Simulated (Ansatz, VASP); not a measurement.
**AlN: VASP beside Ansatz**

The input INCAR:

```
ALGO = Normal ; EDIFF = 1E-6
ENCUT = 520 ; GGA = PS
ISIF = 2 ; ISMEAR = 0
LASPH = T ; LCHARG = T
LELF = T ; LREAL = F
LVHAR = T ; LWAVE = F
NBANDS = 16 ; NELM = 80
PREC = Accurate ; SIGMA = 0.05
```

KPOINTS

```
k-points
0
Gamma
  9 9 6
```

POSCAR

```
AlN
1.0
    3.2024000000      0.0000000000      0.0000000000
   -1.6012000000      2.7733597531      0.0000000000
    0.0000000000      0.0000000000      4.1400037194
Al N
2 2
Direct
    0.3333333333      0.6666666667      0.7500000000
    0.6666666667      0.3333333333      0.2500000000
    0.3333333333      0.6666666667      0.2500000000
    0.6666666667      0.3333333333      0.7500000000
```

Input for Ansatz:

```yaml
crystal:
  lattice:
    - [3.2024, 0.0, 0.0]
    - [-1.6012, 2.7733597531, 0.0]
    - [0.0, 0.0, 4.1400037194]
  atoms:
    - { symbol: Al, position: [0.3333333333, 0.6666666667, 0.75] }
    - { symbol: Al, position: [0.6666666667, 0.3333333333, 0.25] }
    - { symbol: "N", position: [0.3333333333, 0.6666666667, 0.25] }
    - { symbol: "N", position: [0.6666666667, 0.3333333333, 0.75] }
basis:
  ecutwfc: 520.0
kpoints:
  mp_grid: { grid: [9, 9, 6] }
hamiltonian:
  xc: pbesol
  pseudopotentials: { kind: paw, azcp: { folder: soft_1 } }
scf:
  occupations: { method: gaussian, width: 0.05 }
output:
  forces: true
  stress: true
  eigenvalues: true
```

Alike in both runs: task single point; functional PBEsol; k mesh 9 × 9 × 6; occupations gaussian, width 0.05 eV; no spin polarisation.

```csv
,VASP,Ansatz
version,VASP 6.6.1,Ansatz 0.2.0
potentials or method,"VASP PAW PBE potentials, release 64 (Al, N), cutoff 520 eV","scalar-relativistic, plane waves, PAW"
valence electrons in the cell,16,16
```

VASP gave:

```
gap on the k mesh at the Fermi level (eV)                     : 3.73
least direct gap on the mesh (eV)                             : 3.73
pressure (GPa)                                                : 16.1
traceless stress, the component that is largest in VASP (GPa) : -7.50
```

**Question.** Which values does Ansatz return?

**Answer.** gap on the k mesh at the Fermi level (eV): 3.71; least direct gap on the mesh (eV): 3.71; pressure (GPa): 16.0; traceless stress, the component that is largest in VASP (GPa): -7.40.

VASP's potentials were made for PBE, not for PBEsol, and Ansatz warns of the same on its side.
